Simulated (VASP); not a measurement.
# WCl (R-3m) in VASP: a series of runs

The runs below take WCl through single point, with PBE.

All numbers are computed with VASP 6.6.1; they aren't measurements. Logs are shortened: lines on timing, memory, paths and dates and some standing lists are left out, and cuts for length are marked.

## 1. The cell of the first run

The structure is trigonal, space group R-3m (No. 166). The conventional cell has a = 3.278 Å, b = 3.278 Å, c = 27.037 Å, α = 90.00°, β = 90.00°, γ = 120.00°. W (site symmetry 3m) has 9 W at 2.53 to 3.28 Å and 3 Cl at 2.70 Å within 3.3 Å. Within 3.6 Å of Cl (site symmetry 3m) lie 3 W at 2.70 Å and 6 Cl at 3.28 Å.

The cell was generated, and may not be a known phase.

## 2. Single point, PBE

Input file INCAR:

```
SYSTEM = WCl
  ALGO = Normal
  EDIFF = 1E-6
  ENCUT = 520
  GGA = PE
  ISIF = 2
  ISMEAR = 0
  LASPH = .True.
  LCHARG = .True.
  LELF = .True.
  LREAL = .False.
  LVHAR = .True.
  LWAVE = .False.
  NBANDS = 29
  NELM = 60
  PREC = Accurate
  SIGMA = 0.2
```

Input file KPOINTS:

```
k-points
0
Gamma
  6 6 6
  0 0 0
```

Input file POSCAR:

```
WCl
1.0
    1.6391655660      0.9463726831      9.0121765826
   -1.6391655660      0.9463726831      9.0121765826
    0.0000000000     -1.8927453592      9.0121765834
W Cl
2 2
Direct
    0.6356436513      0.6356436513      0.6356436513
    0.3643563487      0.3643563487      0.3643563487
    0.8975244321      0.8975244321      0.8975244321
    0.1024755679      0.1024755679      0.1024755679
```

Potentials or basis: VASP PAW PBE potentials, release 64 (W_sv, Cl).

On the command line:

```sh
> cat potpaw_PBE.64/W_sv/POTCAR potpaw_PBE.64/Cl/POTCAR > POTCAR
> mpirun -np 1 vasp_std > vasp.out
```

OUTCAR:

```text
SYSTEM = WCl
   EDIFF = 1E-6
   ENCUT = 520
   GGA = PE
   ISIF = 2
   ISMEAR = 0
   LASPH = .True.
   LREAL = .False.
   NELM = 60
   PREC = Accurate

 ion  position               nearest neighbor table
   1  0.636  0.636  0.636-   2 2.53   2 2.53   2 2.53   3 2.70   3 2.70   3 2.70
   2  0.364  0.364  0.364-   1 2.53   1 2.53   1 2.53   4 2.70   4 2.70   4 2.70
   3  0.898  0.898  0.898-   1 2.70   1 2.70   1 2.70
   4  0.102  0.102  0.102-   2 2.70   2 2.70   2 2.70

  LATTYP: Found a trigonal (rhomboedric) cell.
 ALAT       =     9.2087899186
 COS(alpha) =     0.9366319257

  Lattice vectors:

 A1 = (   1.6391655660,   0.9463726831,   9.0121765826)
 A2 = (  -1.6391655660,   0.9463726831,   9.0121765826)
 A3 = (   0.0000000000,  -1.8927453592,   9.0121765834)

Analysis of symmetry for initial positions (statically):
=====================================================================
 Subroutine PRICEL returns:
 Original cell was already a primitive cell.

 Routine SETGRP: Setting up the symmetry group for a
 trigonal (rhombohedral) supercell.

 Subroutine GETGRP returns: Found 12 space group operations
 (whereof 12 operations were pure point group operations)
 out of a pool of 12 trial point group operations.

The static configuration has the point symmetry D_3d.

Analysis of symmetry for dynamics (positions and initial velocities):
=====================================================================
 Subroutine PRICEL returns:
 Original cell was already a primitive cell.

 Routine SETGRP: Setting up the symmetry group for a
 trigonal (rhombohedral) supercell.

 Subroutine GETGRP returns: Found 12 space group operations
 (whereof 12 operations were pure point group operations)
 out of a pool of 12 trial point group operations.

The dynamic configuration has the point symmetry D_3d.

 Subroutine INISYM returns: Found 12 space group operations
 (whereof 12 operations are pure point group operations),
 and found     1 'primitive' translations

----------------------------------------------------------------------------------------

                                     Primitive cell

  volume of cell :      83.8815

  direct lattice vectors                    reciprocal lattice vectors
     1.639165566  0.946372683  9.012176583     0.305033250  0.176111029  0.036986995
    -1.639165566  0.946372683  9.012176583    -0.305033250  0.176111029  0.036986995
     0.000000000 -1.892745359  9.012176583     0.000000000 -0.352222058  0.036986995

  length of vectors
     9.208789919  9.208789919  9.208789919     0.354158744  0.354158744  0.354158744

  position of ions in fractional coordinates (direct lattice)
     0.635643651  0.635643651  0.635643651
     0.364356349  0.364356349  0.364356349
     0.897524432  0.897524432  0.897524432
     0.102475568  0.102475568  0.102475568

  ion indices of the primitive-cell ions
   primitive index   ion index
                 1           1
                 2           2
                 3           3
                 4           4

----------------------------------------------------------------------------------------

 KPOINTS: k-points

Automatic generation of k-mesh.
 Grid dimensions read from file:
 generate k-points for:    6    6    6

 Generating k-lattice:

  Cartesian coordinates                     Fractional coordinates (reciprocal lattice)
     0.050838875  0.029351838  0.006164499     0.166666667 -0.000000000 -0.000000000
    -0.050838875  0.029351838  0.006164499    -0.000000000  0.166666667 -0.000000000
     0.000000000 -0.058703676  0.006164499     0.000000000  0.000000000  0.166666667

  Length of vectors
     0.059026457  0.059026457  0.059026457

  Shift w.r.t. Gamma in fractional coordinates (k-lattice)
     0.000000000  0.000000000  0.000000000

 Subroutine IBZKPT returns following result:
 ===========================================

 Found     32 irreducible k-points:

 Following reciprocal coordinates:
            Coordinates               Weight
  0.000000  0.000000  0.000000      1.000000
  0.166667 -0.000000 -0.000000      6.000000
  0.333333 -0.000000 -0.000000      6.000000
  0.500000 -0.000000 -0.000000      3.000000
  0.166667  0.166667 -0.000000      6.000000
  0.333333  0.166667 -0.000000     12.000000
[... 16 lines left out ...]
  0.500000  0.500000  0.166667      6.000000
 -0.333333  0.500000  0.166667     12.000000
 [... further k-points ...]
   k-points           NKPTS =     32   k-points in BZ     NKDIM =     32   number of bands    NBANDS=     29
   number of dos      NEDOS =    301   number of ions     NIONS =      4
   total plane-waves  NPLWV = 343000
   dimension x,y,z NGX =    70 NGY =   70 NGZ =   70
   dimension x,y,z NGXF=   140 NGYF=  140 NGZF=  140
   ions per type =               2   2
   NGX,Y,Z   is equivalent  to a cutoff of  12.64, 12.64, 12.64 a.u.
   NGXF,Y,Z  is equivalent  to a cutoff of  25.27, 25.27, 25.27 a.u.
 SYSTEM =  WCl
   PREC   = accura    normal or accurate (medium, high low for compatibility)
   ISTART =      0    job   : 0-new  1-cont  2-samecut
   ICHARG =      2    charge: 1-file 2-atom 10-const
   ISPIN  =      1    spin polarized calculation?
   LNONCOLLINEAR =      F non collinear calculations
   LSORBIT =      F    spin-orbit coupling
   LASPH  =      T    aspherical Exc in radial PAW
   ENCUT  =  520.0 eV  38.22 Ry    6.18 a.u.  17.12 17.12 17.12*2*pi/ulx,y,z
   NELM   =     60;   NELMIN=  2; NELMDL= -5     # of ELM steps
   EDIFF  = 0.1E-05   stopping-criterion for ELM
   LREAL  =      F    real-space projection
   EDIFFG = 0.1E-04   stopping-criterion for IOM
   NSW    =      0    number of steps for IOM
   IBRION =     -1    ionic relax: 0-MD 1-quasi-New 2-CG
   NFREE  =      0    steps in history (QN), initial steepest desc. (CG)
   ISIF   =      2    stress and relaxation
   ISYM   =      2    0-nonsym 1-usesym 2-fastsym
   POTIM  = 0.5000    time-step for ionic-motion
   TEBEG  =    0.0;   TEEND  =   0.0 temperature during run
   PSTRESS=    0.0 pullay stress
   NELECT =      42.0000    total number of electrons
   NUPDOWN=      -1.0000    fix difference up-down
   EMIN   =  10.00;   EMAX   =-10.00  energy-range for DOS
   EFERMI =   0.00;   METHOD = LEGACY
   ISMEAR =     0;   SIGMA  =   0.20  broadening in eV -4-tet -1-fermi 0-gaus
   EFERMI_NEDOS =   21; number of points for ismear=-14 and -15
   IALGO  =     38    algorithm
   IMIX   =      4    mixing-type and parameters
     AMIX     =   0.40;   BMIX     =  1.00
     AMIX_MAG =   1.60;   BMIX_MAG =  1.00
  volume/ion in A,a.u.               =      20.97       141.52
  Fermi-wavevector in a.u.,A,eV,Ry     =   1.299978  2.456602 22.993061  1.689942
  Thomas-Fermi vector in A             =   2.431207
   LORBIT       =      0    0 simple, 1 ext, 2 COOP (PROOUT), +10 PAW based schemes
   GGA     = PE    functional components
   LHFCALC =     F    Hartree Fock is set to
   AEXX    =    0.0000 exact exchange contribution
   IVDW    =     0    specifies the selected vdW correction
   LEPSILON=     F    determine dielectric tensor
   LRPA    =     F    only Hartree local field effects (RPA)
 non-spin polarized calculation
 Gauss-broadening in eV      SIGMA  =   0.20
  energy-cutoff  :      520.00
  volume of cell :       83.88
 maximum number of plane-waves:      2284
 NGX is ok and might be reduce to    70
   NGX = 35   NGY = 35   NGZ = 35

 number of electron      42.0000004 magnetization

 Free energy of the ion-electron system (eV)
  ---------------------------------------------------
  ext. energy  EPLUGINS =         0.00000000
  ---------------------------------------------------
  free energy    TOTEN  =       -29.77081657 eV

  energy without entropy =      -29.70591428  energy(sigma->0) =      -29.73836543

 E-fermi :   5.7903     XC(G=0): -10.3802

 val. band max:        5.7902329847   @ k =  -0.3333   0.5000   0.1667
 cond. band min:       5.8414944968   @ k =   0.3333   0.3333  -0.0000
 fundamental gap:      0.0512615122
 Fermi energy:         5.7903115882

 k-point     1 :       0.0000    0.0000    0.0000
  band No.  band energies     occupation
      1     -68.5940      2.00000
      2     -68.3713      2.00000
      3     -33.1822      2.00000
      4     -32.8408      2.00000
      5     -32.8408      2.00000
      6     -32.3446      2.00000
[... 21 lines left out ...]
     28      10.3179      0.00000
     29      11.9402      0.00000

 k-point     2 :       0.1667   -0.0000   -0.0000
  band No.  band energies     occupation
      1     -68.5784      2.00000
      2     -68.3820      2.00000
      3     -33.1913      2.00000
      4     -32.9605      2.00000
      5     -32.8814      2.00000
      6     -32.3494      2.00000
[... 21 lines left out ...]
     28      11.0670      0.00000
     29      13.1592      0.00000

 k-point     3 :       0.3333   -0.0000   -0.0000
  band No.  band energies     occupation
      1     -68.5395      2.00000
      2     -68.4109      2.00000
      3     -33.2324      2.00000
      4     -33.1465      2.00000
      5     -32.9550      2.00000
      6     -32.3234      2.00000
[... 21 lines left out ...]
     28      11.1651      0.00000
     29      12.7946      0.00000

 k-point     4 :       0.5000   -0.0000   -0.0000
  band No.  band energies     occupation
      1     -68.5097      2.00000
      2     -68.4357      2.00000
      3     -33.2773      2.00000
      4     -33.2103      2.00000
      5     -32.9891      2.00000
      6     -32.3015      2.00000
[... 597 lines left out ...]
     28      11.4891      0.00000
     29      11.8333      0.00000

 k-point    23 :       0.5000    0.5000    0.1667
  band No.  band energies     occupation
      1     -68.5395      2.00000
      2     -68.4109      2.00000
      3     -33.2324      2.00000
      4     -33.1465      2.00000
      5     -32.9550      2.00000
      6     -32.3234      2.00000
[... 21 lines left out ...]
     28      11.1114      0.00000
     29      13.2136      0.00000

 k-point    24 :      -0.3333    0.5000    0.1667
  band No.  band energies     occupation
      1     -68.5098      2.00000
      2     -68.4356      2.00000
      3     -33.2447      2.00000
      4     -33.1941      2.00000
      5     -33.0427      2.00000
      6     -32.3288      2.00000
[... 21 lines left out ...]
     28      11.7317      0.00000
     29      11.8122      0.00000

 [... further k-points ...]

------------------------ aborting loop because EDIFF is reached ----------------------------------------

  FORCE on cell =-STRESS in cart. coord.  units (eV):
  Direction    XX          YY          ZZ          XY          YZ          ZX
  --------------------------------------------------------------------------------------
  -------------------------------------------------------------------------------------
  Total        0.1350665      0.1350665      0.3522253      0.0000000      0.0000000      0.0000000
  in kB        2.5798371      2.5798371      6.7276770      0.0000000      0.0000000      0.0000000
  external PRESSURE =       3.9624504 kB  Pullay stress =       0.0000000 kB

 VOLUME and BASIS-vectors are now :
 -----------------------------------------------------------------------------
  energy-cutoff  :      520.00
  volume of cell :       83.88
      direct lattice vectors                 reciprocal lattice vectors
     1.639165566  0.946372683  9.012176583     0.305033250  0.176111029  0.036986995
    -1.639165566  0.946372683  9.012176583    -0.305033250  0.176111029  0.036986995
     0.000000000 -1.892745359  9.012176583     0.000000000 -0.352222058  0.036986995

 POSITION                                       TOTAL-FORCE (eV/Angst)
 -----------------------------------------------------------------------------------
      0.00000      0.00000     17.18560         0.000000     -0.000000     -0.071056
      0.00000      0.00000      9.85093         0.000000      0.000000      0.071056
      0.00000      0.00000     24.26595         0.000000     -0.000000     -0.004763
      0.00000      0.00000      2.77058         0.000000      0.000000      0.004763
 -----------------------------------------------------------------------------------
    total drift:                                0.000000      0.000000      0.000000

  FREE ENERGIE OF THE ION-ELECTRON SYSTEM (eV)
  ---------------------------------------------------
  free  energy   TOTEN  =       -29.7708165684 eV

  energy  without entropy=      -29.7059142838  energy(sigma->0) =      -29.73836543
```

It took 4.1 min on 1 thread of Intel Xeon 6975P-C (Granite Rapids), shared host; peak memory 0.68 GiB.

Results:

* Free energy: -29.7708 eV
* Pressure: 0.4 GPa
* Largest force: 0.071 eV/Å
* Band gap on the k mesh: zero (bands 21 and 22 overlap by 2.04 eV)

Forces in eV/Å, atoms in the order of the input:
```
W    0.000  0.000 -0.071
W    0.000  0.000  0.071
Cl   0.000  0.000 -0.005
Cl   0.000  0.000  0.005
```

Stress tensor (GPa, compression positive):
```
0.26 0.00 0.00
0.00 0.26 0.00
0.00 0.00 0.67
```

Caveat: the k points lie up to 0.37 Å⁻¹ apart, too coarse for converged energies and pressures of a metal; spin-orbit coupling is left out, which moves the levels of the heavy elements.

## 3. Single point, PBE

This run uses another cell than the first one, of 22.18 Å³/atom.

Input file INCAR:

```
SYSTEM = WCl
PREC = Accurate ; ENCUT = 520
EDIFF = 1E-7 ; ISMEAR = 0
SIGMA = 0.2 ; LREAL = .FALSE.
LASPH = .TRUE. ; NELM = 80
ALGO = Normal ; ISIF = 2
LWAVE = .FALSE. ; LCHARG = .TRUE.
GGA = PE ; LELF = .TRUE.
LVHAR = .TRUE. ; NBANDS = 29
```

Input file KPOINTS:

```
Automatic mesh
0
G
  8 8 8
  0 0 0
```

Input file POSCAR:

```
WCl
1.0
   -1.6378189690      2.8367856678      0.0000000000
   -3.2756379379      0.0000000000      0.0000000000
   -1.6378189690      0.9455952226      9.5489117800
W Cl
2 2
Direct
    0.1959774158      0.1959774158      0.4120677527
    0.8040225842      0.8040225842      0.5879322473
    0.5967367575      0.5967367575      0.2097897275
    0.4032632425      0.4032632425      0.7902102725
```

Potentials or basis: VASP PAW PBE potentials, release 64 (W_sv, Cl).

On the command line:

```sh
> cat potpaw_PBE.64/W_sv/POTCAR potpaw_PBE.64/Cl/POTCAR > POTCAR
> mpirun -np 1 vasp_std > vasp.out
```

Wall time 57 s (1 thread of Intel Xeon 6975P-C (Granite Rapids), shared host); peak memory 0.28 GiB.

It converged, with:

```
Free energy            : -29.8787 eV
Pressure               : 0.1 GPa
Largest force          : 0.072 eV/Å
Band gap on the k mesh : zero (bands 21 and 22 overlap by 2.02 eV)
```

Forces on the atoms (eV/Å):
```
W    0.000  0.000 -0.072
W    0.000  0.000  0.072
Cl   0.000  0.000  0.026
Cl   0.000  0.000 -0.026
```

Stress tensor (GPa, compression positive):
```
 0.17  0.00  0.00
 0.00  0.17  0.00
 0.00  0.00 -0.09
```

Levels at points of the mesh, in eV from the Fermi level:
| k point | band 17 | band 18 | band 19 | band 20 | band 21 | band 22 | band 23 | band 24 | band 25 | band 26 |
| --- | --- | --- | --- | --- | --- | --- | --- | --- | --- | --- |
| (0.00, 0.00, 0.00) | -2.95 | -2.95 | -1.97 | -1.97 | -1.23 | -1.23 | 1.37 | 1.74 | 1.74 | 3.65 |
| (0.50, 0.00, 0.00) | -3.53 | -2.53 | -2.47 | -1.17 | 0.78 | 1.49 | 1.55 | 1.77 | 2.01 | 3.39 |
| (0.50, 0.50, 0.00) | -3.51 | -2.47 | -2.46 | -1.18 | 0.78 | 1.39 | 1.55 | 1.85 | 2.02 | 3.51 |
| (0.00, 0.00, 0.50) | -2.96 | -2.96 | -1.97 | -1.97 | -1.23 | -1.23 | 1.38 | 1.74 | 1.74 | 3.57 |

Caveat: spin-orbit coupling is left out, which moves the levels of the heavy elements; this functional lacks dispersion, which binds layers or chains, so the pressure and a relaxed spacing across them are unreliable.

## 4. Single point, PBE

This run uses another cell than the first one, of 21.85 Å³/atom.

Input file INCAR:

```
SYSTEM = WCl
ALGO = Normal ; EDIFF = 1E-6
ENCUT = 520 ; GGA = PE
ISIF = 2 ; ISMEAR = 0
LASPH = .TRUE. ; LCHARG = .TRUE.
LELF = .TRUE. ; LREAL = .FALSE.
LVHAR = .TRUE. ; LWAVE = .FALSE.
NBANDS = 29 ; NELM = 60
PREC = Accurate ; SIGMA = 0.2
```

Input file KPOINTS:

```
k-points
0
G
  7 7 7
  0 0 0
```

Input file POSCAR:

```
WCl
1.0
    1.6369767093      0.9451089421      9.4141129135
   -1.6369767093      0.9451089421      9.4141129135
    0.0000000000     -1.8902178892      9.4141129130
W Cl
2 2
Direct
    0.8035851128      0.8035851128      0.8035851128
    0.1964148872      0.1964148872      0.1964148872
    0.4018563732      0.4018563732      0.4018563732
    0.5981436268      0.5981436268      0.5981436268
```

On the command line:

```sh
> cat potpaw_PBE.64/W_sv/POTCAR potpaw_PBE.64/Cl/POTCAR > POTCAR
> mpirun -np 1 vasp_std > vasp.out
```

It took 6.5 min on 1 thread of Intel Xeon 6975P-C (Granite Rapids), shared host; peak memory 0.75 GiB.

It converged, with:

```
Free energy            : -29.8945 eV
Pressure               : 0.2 GPa
Largest force          : 0.023 eV/Å
Band gap on the k mesh : zero (bands 21 and 22 overlap by 1.98 eV)
```

Forces on the atoms (eV/Å):
```
W    0.000  0.000 -0.023
W    0.000  0.000  0.023
Cl   0.000  0.000 -0.017
Cl   0.000  0.000  0.017
```

Stress tensor (GPa, compression positive):
```
0.12 0.00 0.00
0.00 0.12 0.00
0.00 0.00 0.27
```

Levels at points of the mesh, in eV from the Fermi level:
| k point | band 19 | band 20 | band 21 | band 22 | band 23 | band 24 |
| --- | --- | --- | --- | --- | --- | --- |
| (0.00, 0.00, 0.00) | -1.58 | -1.58 | -0.85 | -0.85 | 1.76 | 2.12 |

Caveat: spin-orbit coupling is left out, which moves the levels of the heavy elements.

## 5. The runs side by side

```tsv
cell	k mesh	gap on the mesh (eV)	pressure (GPa)	largest force (eV/Å)
a = 9.209 Å, angles 20.5°, 4 atoms, atomic positions A	6 × 6 × 6	none	0.4	0.07
a = 3.276, b = 3.276, c = 9.734 Å, angles 80.3, 80.3, 60.0°, 4 atoms, atomic positions B	8 × 8 × 8	none	0.1	0.07
a = 9.602 Å, angles 19.6°, 4 atoms, atomic positions C	7 × 7 × 7	none	0.2	0.02
```

Alike in all rows: task single point; level PBE; potentials or basis VASP PAW PBE potentials, release 64 (W_sv, Cl); no spin polarisation; cutoff (eV) 520; smearing gaussian 0.2 eV.

Caveats: some runs use coarse meshes; spin-orbit coupling is left out, which moves the levels of the heavy elements; this functional lacks dispersion, which binds layers or chains, so the pressure and a relaxed spacing across them are unreliable (at least some runs).

Absolute energies hang on the potentials; compare differences alone.

The gap in the log of VASP goes by the Fermi energy; the results here count the filled bands.